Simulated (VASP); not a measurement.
Here is a VASP 6.6.1 calculation.

The input INCAR:

```
SYSTEM = SiGe3
ALGO = Normal
EDIFF = 1E-6
ENCUT = 520
GGA = PE
ISIF = 2
ISMEAR = 0
LASPH = .True.
LCHARG = .True.
LELF = .True.
LREAL = .False.
LVHAR = .True.
LWAVE = .False.
NBANDS = 31
NELM = 60
PREC = Accurate
SIGMA = 0.1
```

The input KPOINTS:

```
k-points
0
Gamma
  10 10 16
  0 0 0
```

The input POSCAR:

```
SiGe3
1.0
    2.8688343203     -4.4449770192      0.0000000000
    2.8688343203      4.4449770192      0.0000000000
    0.0000000000      0.0000000000      2.8962091757
Si Ge
1 3
Direct
    0.0000000000      0.0000000000      0.0000000000
    0.5000000000      0.5000000000      0.0000000000
    0.0000000000      0.5000000000      0.5000000000
    0.5000000000      0.0000000000      0.5000000000
```

Potentials or basis: VASP PAW PBE potentials, release 64 (Si, Ge_d).

Run with:

```console
$ cat potpaw_PBE.64/Si/POTCAR potpaw_PBE.64/Ge_d/POTCAR > POTCAR
$ mpirun -np 1 vasp_std > vasp.out
```

(1) Predict the band gap on the k mesh.

(2) What does it give for the pressure?

Answers

(1) zero (band 23 reaches 10.83 eV, above the bottom of band 24 at 5.37 eV).

(2) 0.0 GPa.
